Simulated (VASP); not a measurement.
A run of VASP 6.6.1 is set up as follows.

Contents of INCAR:

```
SYSTEM = Er2O
PREC     = Accurate       ! precision mode
ENCUT    = 600            ! plane-wave cutoff, eV
EDIFF    = 1E-6           ! SCF threshold, eV
ISMEAR   = 0              ! smearing method
SIGMA    = 0.1            ! smearing width, eV
LREAL    = .FALSE.        ! projectors in reciprocal space
LASPH    = .TRUE.         ! aspherical terms in the spheres
NELM     = 200            ! most SCF steps
ALGO     = Normal         ! electronic algorithm
ISIF     = 2              ! what is computed and relaxed
LWAVE    = .FALSE.        ! write WAVECAR
LCHARG   = .TRUE.         ! write CHGCAR
GGA      = PE             ! functional
LELF     = .TRUE.         ! ELF
LVHAR    = .TRUE.       
NBANDS   = 19             ! bands
GGA_COMPAT= .FALSE.      
LMAXMIX  = 6              ! l up to which the mixer works
```

KPOINTS

```
Automatic mesh
0
G
  14 14 14
  0 0 0
```

POSCAR

```
Er2O
1.0
    0.0000000000      3.0054967702      3.0054967702
    3.0054967702      0.0000000000      3.0054967702
    3.0054967702      3.0054967702      0.0000000000
Er O
2 1
Direct
    0.7500000000      0.7500000000      0.7500000000
    0.2500000000      0.2500000000      0.2500000000
    0.5000000000      0.5000000000      0.5000000000
```

Potentials or basis: VASP PAW PBE potentials, release 64 (Er_3, O), 4f in core.

The run is started by

```bash
$ cat potpaw_PBE.64/Er_3/POTCAR potpaw_PBE.64/O/POTCAR > POTCAR
$ mpirun -np 1 vasp_std > vasp.out
```

Problem. What does it give for the band gap on the k mesh?

Solution. Zero (bands 12 and 13 overlap by 2.36 eV).

Problem. What does it give for the pressure?

Solution. 0.3 GPa.

Caveat: spin-orbit coupling is left out, which moves the levels of the heavy elements; the 4f electrons are frozen in the core, so they carry no moment and show no levels; the run has no spin polarisation, though such a crystal can be magnetic. Spin polarisation is off, so any magnetic state and its effect on volume and gap are missing.
